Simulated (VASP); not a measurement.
# BaTiO3 (Pm-3m) in VASP: a series of runs

The runs below take BaTiO3 through single point, with PBEsol+U.

All numbers are computed with VASP 6.6.1; they aren't measurements. Logs are shortened: lines on timing, memory, paths and dates and some standing lists are left out, and cuts for length are marked.

### 1 The cell of the first run

It takes space group Pm-3m (No. 221, cubic). Conventional cell: a = 4.006 Å, b = 4.006 Å, c = 4.006 Å, α = 90.00°, β = 90.00°, γ = 90.00°. Ba (site symmetry m-3m) has 12 O at 2.83 Å and 8 Ti at 3.47 Å within 3.7 Å. Ti (site symmetry m-3m) has 6 O at 2.00 Å within 2.7 Å. Within 2.7 Å of O (site symmetry 4/mmm) lie 2 Ti at 2.00 Å.

### 2 Single point, PBEsol+U

The input, POSCAR:

```
BaTiO3
1.0
    4.0060000000      0.0000000000      0.0000000000
    0.0000000000      4.0060000000      0.0000000000
    0.0000000000      0.0000000000      4.0060000000
Ba Ti O
1 1 3
Direct
    0.5000000000      0.5000000000      0.5000000000
    0.0000000000      0.0000000000      0.0000000000
    0.0000000000      0.0000000000      0.5000000000
    0.0000000000      0.5000000000      0.0000000000
    0.5000000000      0.0000000000      0.0000000000
```

The input, INCAR.step1:

```
SYSTEM = BaTiO3
PREC     = Accurate       ! precision mode
ENCUT    = 910            ! plane-wave cutoff, eV
EDIFF    = 1E-6           ! SCF threshold, eV
ISMEAR   = -1             ! smearing method
SIGMA    = 0.05           ! smearing width, eV
LREAL    = .FALSE.        ! projectors in reciprocal space
LASPH    = .TRUE.         ! aspherical terms in the spheres
NELM     = 200            ! most SCF steps
ALGO     = Normal         ! electronic algorithm
ISIF     = 2              ! what is computed and relaxed
LWAVE    = .FALSE.        ! write WAVECAR
LCHARG   = .TRUE.         ! write CHGCAR
LMAXMIX  = 4              ! l up to which the mixer works
LDAU     = .TRUE.         ! DFT+U
LDAUTYPE = 2            
LDAUL    = -1 2 -1        ! shell
LDAUU    = 0 4 0          ! U, eV
LDAUJ    = 0 0 0        
LDAUPRINT= 1            
GGA      = PS             ! functional
NBANDS   = 28             ! bands
GGA_COMPAT= .FALSE.      
NEDOS    = 2001           ! points of the DOS
LORBIT   = 11             ! projections on sites
```

The input, KPOINTS.step1:

```
Automatic mesh
0
G
  7 7 7
  0 0 0
```

The input, INCAR.step2:

```
SYSTEM = BaTiO3
PREC     = Accurate       ! precision mode
ENCUT    = 910            ! plane-wave cutoff, eV
EDIFF    = 1E-6           ! SCF threshold, eV
ISMEAR   = -5             ! smearing method
SIGMA    = 0.05           ! smearing width, eV
LREAL    = .FALSE.        ! projectors in reciprocal space
LASPH    = .TRUE.         ! aspherical terms in the spheres
NELM     = 200            ! most SCF steps
ALGO     = Normal         ! electronic algorithm
ISIF     = 2              ! what is computed and relaxed
LWAVE    = .FALSE.        ! write WAVECAR
LCHARG   = .FALSE.        ! write CHGCAR
LMAXMIX  = 4              ! l up to which the mixer works
LDAU     = .TRUE.         ! DFT+U
LDAUTYPE = 2            
LDAUL    = -1 2 -1        ! shell
LDAUU    = 0 4 0          ! U, eV
LDAUJ    = 0 0 0        
LDAUPRINT= 1            
GGA      = PS             ! functional
LORBIT   = 11             ! projections on sites
NBANDS   = 28             ! bands
NEDOS    = 1001           ! points of the DOS
ICHARG   = 11             ! starting density
GGA_COMPAT= .FALSE.
```

The input, KPOINTS.step2:

```
Automatic mesh
0
G
  11 11 11
  0 0 0
```

Potentials or basis: VASP PAW PBE potentials, release 64 (Ba_sv, Ti_sv, O_h).

The run is started by

```bash
> cat potpaw_PBE.64/Ba_sv/POTCAR potpaw_PBE.64/Ti_sv/POTCAR potpaw_PBE.64/O_h/POTCAR > POTCAR
> cp INCAR.step1 INCAR
> cp KPOINTS.step1 KPOINTS
> mpirun -np 1 vasp_std > vasp.out
> cp INCAR.step2 INCAR
> cp KPOINTS.step2 KPOINTS
> mpirun -np 1 vasp_std > vasp.out
```

OUTCAR:

```text
SYSTEM = BaTiO3
   PREC = Accurate
   ENCUT = 910
   EDIFF = 1E-6
   ISMEAR = -5
   LREAL = .FALSE.
   LASPH = .TRUE.
   NELM = 200
   ISIF = 2
   GGA = PS
   LORBIT = 11
   ICHARG = 11

 ion  position               nearest neighbor table
   1  0.500  0.500  0.500-   3 2.83   4 2.83   5 2.83   4 2.83   5 2.83   3 2.83   5 2.83   5 2.83
                             3 2.83   4 2.83   4 2.83   3 2.83   2 3.47   2 3.47   2 3.47   2 3.47
   2  0.000  0.000  0.000-   3 2.00   4 2.00   5 2.00   3 2.00   4 2.00   5 2.00   1 3.47   1 3.47
                             1 3.47   1 3.47   1 3.47   1 3.47   1 3.47   1 3.47
   3  0.000  0.000  0.500-   2 2.00   2 2.00   1 2.83   1 2.83   1 2.83   1 2.83
   4  0.000  0.500  0.000-   2 2.00   2 2.00   1 2.83   1 2.83   1 2.83   1 2.83
   5  0.500  0.000  0.000-   2 2.00   2 2.00   1 2.83   1 2.83   1 2.83   1 2.83

  LATTYP: Found a simple cubic cell.
 ALAT       =     4.0060000000

  Lattice vectors:

 A1 = (   4.0060000000,   0.0000000000,   0.0000000000)
 A2 = (   0.0000000000,   4.0060000000,   0.0000000000)
 A3 = (   0.0000000000,   0.0000000000,   4.0060000000)

Analysis of symmetry for initial positions (statically):
=====================================================================
 Subroutine PRICEL returns:
 Original cell was already a primitive cell.

 Routine SETGRP: Setting up the symmetry group for a
 simple cubic supercell.

 Subroutine GETGRP returns: Found 48 space group operations
 (whereof 48 operations were pure point group operations)
 out of a pool of 48 trial point group operations.

The static configuration has the point symmetry O_h .

Analysis of symmetry for dynamics (positions and initial velocities):
=====================================================================
 Subroutine PRICEL returns:
 Original cell was already a primitive cell.

 Routine SETGRP: Setting up the symmetry group for a
 simple cubic supercell.

 Subroutine GETGRP returns: Found 48 space group operations
 (whereof 48 operations were pure point group operations)
 out of a pool of 48 trial point group operations.

The dynamic configuration has the point symmetry O_h .

 Subroutine INISYM returns: Found 48 space group operations
 (whereof 48 operations are pure point group operations),
 and found     1 'primitive' translations

----------------------------------------------------------------------------------------

                                     Primitive cell

  volume of cell :      64.2884

  direct lattice vectors                    reciprocal lattice vectors
     4.006000000  0.000000000  0.000000000     0.249625562  0.000000000  0.000000000
     0.000000000  4.006000000  0.000000000     0.000000000  0.249625562  0.000000000
     0.000000000  0.000000000  4.006000000     0.000000000  0.000000000  0.249625562

  length of vectors
     4.006000000  4.006000000  4.006000000     0.249625562  0.249625562  0.249625562

  position of ions in fractional coordinates (direct lattice)
     0.500000000  0.500000000  0.500000000
     0.000000000  0.000000000  0.000000000
     0.000000000  0.000000000  0.500000000
     0.000000000  0.500000000  0.000000000
     0.500000000  0.000000000  0.000000000

  ion indices of the primitive-cell ions
   primitive index   ion index
                 1           1
                 2           2
                 3           3
                 4           4
                 5           5

----------------------------------------------------------------------------------------

 KPOINTS: Automatic mesh

Automatic generation of k-mesh.
 Grid dimensions read from file:
 generate k-points for:   11   11   11

 Generating k-lattice:
[... 64 lines left out ...]
   EDIFF  = 0.1E-05   stopping-criterion for ELM
   LREAL  =      F    real-space projection
   EDIFFG = 0.1E-04   stopping-criterion for IOM
   NSW    =      0    number of steps for IOM
   IBRION =     -1    ionic relax: 0-MD 1-quasi-New 2-CG
   NFREE  =      0    steps in history (QN), initial steepest desc. (CG)
   ISIF   =      2    stress and relaxation
   ISYM   =      2    0-nonsym 1-usesym 2-fastsym
   POTIM  = 0.5000    time-step for ionic-motion
   TEBEG  =    0.0;   TEEND  =   0.0 temperature during run
   PSTRESS=    0.0 pullay stress
   NELECT =      40.0000    total number of electrons
   NUPDOWN=      -1.0000    fix difference up-down
   EMIN   =  10.00;   EMAX   =-10.00  energy-range for DOS
   EFERMI =   0.00;   METHOD = LEGACY
   ISMEAR =    -5;   SIGMA  =   0.05  broadening in eV -4-tet -1-fermi 0-gaus
   EFERMI_NEDOS =   21; number of points for ismear=-14 and -15
   IALGO  =     38    algorithm
   IMIX   =      4    mixing-type and parameters
     AMIX     =   0.40;   BMIX     =  1.00
     AMIX_MAG =   1.60;   BMIX_MAG =  1.00
  volume/ion in A,a.u.               =      12.86        86.77
  Fermi-wavevector in a.u.,A,eV,Ry     =   1.397603  2.641087 26.576187  1.953295
  Thomas-Fermi vector in A             =   2.520843
   LORBIT       =     11    0 simple, 1 ext, 2 COOP (PROOUT), +10 PAW based schemes
 LDA+U is selected, type is set to LDAUTYPE =  2
   angular momentum for each species LDAUL =    -1    2   -1
   U (eV)           for each species LDAUU =   0.0  4.0  0.0
   J (eV)           for each species LDAUJ =   0.0  0.0  0.0
   GGA     = PS    functional components
   LHFCALC =     F    Hartree Fock is set to
   AEXX    =    0.0000 exact exchange contribution
   IVDW    =     0    specifies the selected vdW correction
   LEPSILON=     F    determine dielectric tensor
   LRPA    =     F    only Hartree local field effects (RPA)
 non-spin polarized calculation
 Fermi weights with tetrahedron method with Bloechl corrections
  energy-cutoff  :      910.00
  volume of cell :       64.29
 maximum number of plane-waves:      4026
 NGX is ok and might be reduce to    40

atom =   2  type =  2  l = 2

 onsite density matrix

spin component  1

  0.1049  0.0000  0.0000  0.0000  0.0000
  0.0000  0.1049  0.0000  0.0000 -0.0000
  0.0000  0.0000  0.2375 -0.0000  0.0000
  0.0000  0.0000 -0.0000  0.1049  0.0000
  0.0000 -0.0000  0.0000  0.0000  0.2375

spin component  2

  0.1049  0.0000  0.0000  0.0000  0.0000
  0.0000  0.1049  0.0000  0.0000 -0.0000
  0.0000  0.0000  0.2375 -0.0000  0.0000
  0.0000  0.0000 -0.0000  0.1049  0.0000
  0.0000 -0.0000  0.0000  0.0000  0.2375

 occupancies and eigenvectors

  o =  0.1049  v =  1.0000  0.0000  0.0000  0.0000  0.0000  0.0000  0.0000  0.0000  0.0000  0.0000      0.0000  0.0000  0.0000  0.0000  0.0000  0.0000  0.0000  0.0000  0.0000  0.0000
  o =  0.1049  v =  0.0000  0.0000  0.0000  0.0000  0.0000  1.0000  0.0000  0.0000  0.0000  0.0000      0.0000  0.0000  0.0000  0.0000  0.0000  0.0000  0.0000  0.0000  0.0000  0.0000
  o =  0.1049  v =  0.0000  0.1410 -0.0000 -0.9900  0.0000  0.0000  0.0000  0.0000  0.0000  0.0000      0.0000  0.0000  0.0000  0.0000  0.0000  0.0000  0.0000  0.0000  0.0000  0.0000
  o =  0.1049  v =  0.0000  0.0000  0.0000  0.0000  0.0000  0.0000  0.1410 -0.0000 -0.9900  0.0000      0.0000  0.0000  0.0000  0.0000  0.0000  0.0000  0.0000  0.0000  0.0000  0.0000
  o =  0.1049  v =  0.0000  0.0000  0.0000  0.0000  0.0000  0.0000 -0.9900  0.0000 -0.1410 -0.0000      0.0000  0.0000  0.0000  0.0000  0.0000  0.0000  0.0000  0.0000  0.0000  0.0000
  o =  0.1049  v =  0.0000 -0.9900  0.0000 -0.1410 -0.0000  0.0000  0.0000  0.0000  0.0000  0.0000      0.0000  0.0000  0.0000  0.0000  0.0000  0.0000  0.0000  0.0000  0.0000  0.0000
  o =  0.2375  v =  0.0000  0.0000  0.0000  0.0000  0.0000  0.0000  0.0000  1.0000  0.0000 -0.0000      0.0000  0.0000  0.0000  0.0000  0.0000  0.0000  0.0000  0.0000  0.0000  0.0000
  o =  0.2375  v =  0.0000  0.0000  1.0000  0.0000 -0.0000  0.0000  0.0000  0.0000  0.0000  0.0000      0.0000  0.0000  0.0000  0.0000  0.0000  0.0000  0.0000  0.0000  0.0000  0.0000
  o =  0.2375  v =  0.0000  0.0000  0.0000  0.0000  0.0000  0.0000  0.0000 -0.0000 -0.0000 -1.0000      0.0000  0.0000  0.0000  0.0000  0.0000  0.0000  0.0000  0.0000  0.0000  0.0000
  o =  0.2375  v =  0.0000  0.0000 -0.0000 -0.0000 -1.0000  0.0000  0.0000  0.0000  0.0000  0.0000      0.0000  0.0000  0.0000  0.0000  0.0000  0.0000  0.0000  0.0000  0.0000  0.0000

 number of electron      40.0000008 magnetization

 Free energy of the ion-electron system (eV)
  ---------------------------------------------------
  ext. energy  EPLUGINS =         0.00000000
  ---------------------------------------------------
  free energy    TOTEN  =       -39.30861832 eV

  energy without entropy =      -39.30861832  energy(sigma->0) =      -39.30861832

 E-fermi :   4.1531     XC(G=0): -11.5147

 val. band max:        4.1388306692   @ k =   0.4545   0.4545   0.4545
 cond. band min:       6.3268684737   @ k =   0.0000   0.0000   0.0000
 fundamental gap:      2.1880378045
 Fermi energy:         4.1530806993

 k-point     1 :       0.0000    0.0000    0.0000
  band No.  band energies     occupation
      1     -53.3072      2.00000
      2     -29.5796      2.00000
      3     -29.5796      2.00000
      4     -29.5796      2.00000
      5     -20.6012      2.00000
      6     -12.7039      2.00000
[... 733 lines left out ...]
     27      10.6487      0.00000
     28      12.5118      0.00000

 [... further k-points ...]

------------------------ aborting loop because EDIFF is reached ----------------------------------------

  FORCE on cell =-STRESS in cart. coord.  units (eV):
  Direction    XX          YY          ZZ          XY          YZ          ZX
  --------------------------------------------------------------------------------------
  -------------------------------------------------------------------------------------
  Total        0.0339391      0.0339391      0.0339391      0.0000000      0.0000000      0.0000000
  in kB        0.8458193      0.8458193      0.8458193      0.0000000      0.0000000      0.0000000
  external PRESSURE =       0.8458193 kB  Pullay stress =       0.0000000 kB

 VOLUME and BASIS-vectors are now :
 -----------------------------------------------------------------------------
  energy-cutoff  :      910.00
  volume of cell :       64.29
      direct lattice vectors                 reciprocal lattice vectors
     4.006000000  0.000000000  0.000000000     0.249625562  0.000000000  0.000000000
     0.000000000  4.006000000  0.000000000     0.000000000  0.249625562  0.000000000
     0.000000000  0.000000000  4.006000000     0.000000000  0.000000000  0.249625562

 POSITION                                       TOTAL-FORCE (eV/Angst)
 -----------------------------------------------------------------------------------
      2.00300      2.00300      2.00300         0.000000      0.000000      0.000000
      0.00000      0.00000      0.00000         0.000000      0.000000      0.000000
      0.00000      0.00000      2.00300         0.000000      0.000000      0.000000
      0.00000      2.00300      0.00000         0.000000      0.000000      0.000000
      2.00300      0.00000      0.00000         0.000000      0.000000      0.000000
 -----------------------------------------------------------------------------------
    total drift:                               -0.000000      0.000000     -0.000000

  FREE ENERGIE OF THE ION-ELECTRON SYSTEM (eV)
  ---------------------------------------------------
  free  energy   TOTEN  =       -39.3086183240 eV

  energy  without entropy=      -39.3086183240  energy(sigma->0) =      -39.30861832

 total charge

# of ion       s       p       d       tot
------------------------------------------
    1        2.004   5.634   0.340   7.977
    2        2.222   6.288   1.554  10.063
    3        1.034   2.320   0.000   3.355
    4        1.034   2.320   0.000   3.355
    5        1.034   2.320   0.000   3.355
--------------------------------------------------
tot          7.329  18.883   1.893  28.105
```

Run time: 3.4 min. Hardware: 1 thread of Intel Xeon Platinum 8259CL at 2.50GHz (Skylake/Cascade Lake), shared host; peak memory 0.39 GiB.

Results:

- Valence electrons inside the program's atomic spheres: Ba 7.98; Ti 10.06; O 3.35

Levels at points of the mesh, in eV from the valence-band top:
```tsv
k point	band 18	band 19	band 20	band 21	band 22	band 23
(0.00, 0.00, 0.00)	-0.16	-0.16	-0.16	2.19	2.19	2.19
```

Eigenvalues of the final occupation matrices:
```tsv
site	spin	trace	eigenvalues
site 2 d	1	0.79	0.10 0.10 0.10 0.24 0.24
site 2 d	2	0.79	0.10 0.10 0.10 0.24 0.24
```

Caveat: the cutoff is under 1.25 times the usual one of these potentials, so pressure, stress and relaxed cells hold a basis-set (Pulay) error; the PAW data sets were made with another functional, which shifts forces and pressure a little; spin-orbit coupling is left out, which moves the levels of the heavy elements.

(Part 1 of 3 ends here.)
